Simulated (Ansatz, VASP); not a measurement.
## GaSi16: VASP beside Ansatz

```
CELL_PARAMETERS angstrom
0.00000 5.43000 5.43000
5.43000 0.00000 5.43000
5.43000 5.43000 0.00000
ATOMIC_POSITIONS crystal
Si 0.00123 0.00177 0.99582
Si 0.12213 0.12214 0.12802
Si 0.00148 0.00192 0.50148
Si 0.12463 0.12669 0.62472
Si 0.98648 0.50455 0.00451
Si 0.12222 0.62836 0.12738
Si 0.00079 0.49771 0.50081
Si 0.12212 0.62851 0.62214
Si 0.50459 0.98625 0.00459
Si 0.62778 0.12230 0.12782
Si 0.49574 0.00178 0.50127
Si 0.62800 0.12213 0.62213
Si 0.50464 0.50471 0.00465
Si 0.62517 0.62495 0.12519
Si 0.50450 0.50454 0.48650
Si 0.62735 0.62838 0.62224
Ga 0.37522 0.37484 0.87524
```

Alike in both runs: functional PBE; dispersion D3(BJ); k mesh 2 × 2 × 2; occupations gaussian, width 0.05 eV; collinear spin.

Ansatz relaxed the structure, and its values are those at the end. VASP's run is a single point on that final structure, the one shown.

```csv
,VASP,Ansatz
version,VASP 6.6.1,Ansatz 0.2.0
potentials or method,"VASP PAW PBE potentials, release 64 (Si, Ga_d), cutoff 520 eV","scalar-relativistic, plane waves, PAW"
valence electrons in the cell,77,77
```

```tsv
	VASP	Ansatz	Ansatz less VASP
rms of the force components (eV/Å)	0.005	0.005	-0.0006
net moment per atom (μB)	0.00	0.00	0.000
```

Ansatz's warnings: seeded moment not kept.

The k mesh is coarse, so the values compare programs but aren't converged.
